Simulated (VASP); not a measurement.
Wanted: the native input for a VASP 6.6.1 run.

* Task: relaxation of cell and atoms
* Functional: PBE
* Potentials or basis: VASP PAW PBE potentials, release 64 (Nb_sv, Te)
* Cutoff: 590 eV
* k mesh: 12 × 12 × 2
* Occupations: gaussian, width 0.1 eV
* Spin: no spin polarisation
* Dipole correction: no
* Second try: not_converged
* Further INCAR settings: ALGO = All; EDIFF = 1e-07; IBRION = 2; EDIFFG = -0.001; NSW = 80; ISIF = 3

The structure of Nb2Te5 lies in POSCAR:

```
Nb2Te5
1.0
    3.5950984212      0.0000000000      0.0000000000
   -1.7975492106      3.1134465618      0.0000000000
    0.0000000000      0.0000000000     18.3374871623
Nb Te
2 5
Direct
    0.0000000000      0.0000000000      0.7180636983
    0.0000000000      0.0000000000      0.2819363017
    0.6666666667      0.3333333333      0.8211223562
    0.3333333333      0.6666666667      0.6149631749
    0.3333333333      0.6666666667      0.1788776438
    0.6666666667      0.3333333333      0.3850368251
    0.0000000000      0.0000000000      0.0000000000
```

One way to write it, as run:

INCAR

```
PREC     = Accurate       # precision mode
ENCUT    = 590            # plane-wave cutoff, eV
EDIFF    = 1E-7           # SCF threshold, eV
ISMEAR   = 0              # smearing method
SIGMA    = 0.1            # smearing width, eV
LREAL    = F              # projectors in reciprocal space
LASPH    = T              # aspherical terms in the spheres
NELM     = 300            # most SCF steps
ALGO     = All            # electronic algorithm
ISIF     = 3              # what is computed and relaxed
LWAVE    = F              # write WAVECAR
LCHARG   = F              # write CHGCAR
GGA      = PE             # functional
IBRION   = 2              # ionic algorithm
NSW      = 80             # ionic steps
EDIFFG   = -0.001         # ionic threshold
GGA_COMPAT= F            
NELMIN   = 4            
ISEARCH  = 1            
KPAR     = 4
```

KPOINTS

```
Automatic mesh
0
Gamma
  12 12 2
```

Potentials or basis: VASP PAW PBE potentials, release 64 (Nb_sv, Te).

Launch:

```console
$ cat potpaw_PBE.64/Nb_sv/POTCAR potpaw_PBE.64/Te/POTCAR > POTCAR
$ mpirun -np 4 vasp_std > vasp.out
```

It gave:

| Property | Result |
| --- | --- |
| Relaxed volume | 29.25 Å³/atom |
| Relaxed cell | a = 3.593 Å, b = 3.593 Å, c = 18.317 Å, α = 90.00°, β = 90.00°, γ = 120.00° |
| Space group after relaxing (to 0.1 Å) | P-3m1 (No. 164) |
| Energy gained by relaxing | 0.0 meV/atom |
| Ionic steps | 21 |
| Pressure after relaxing | 0.0 GPa |
| Band gap on the k mesh | zero (bands 28 and 29 overlap by 0.92 eV) |

Caveat: spin-orbit coupling is left out, which moves the levels of the heavy elements; this functional lacks dispersion, which binds layers or chains, so the pressure and a relaxed spacing across them are unreliable.

Wall time 28 min on 4 MPI ranks on Intel(R) Xeon(R) Platinum 8559C (Emerald Rapids), on a shared host, peak memory 0.76 GiB a rank.
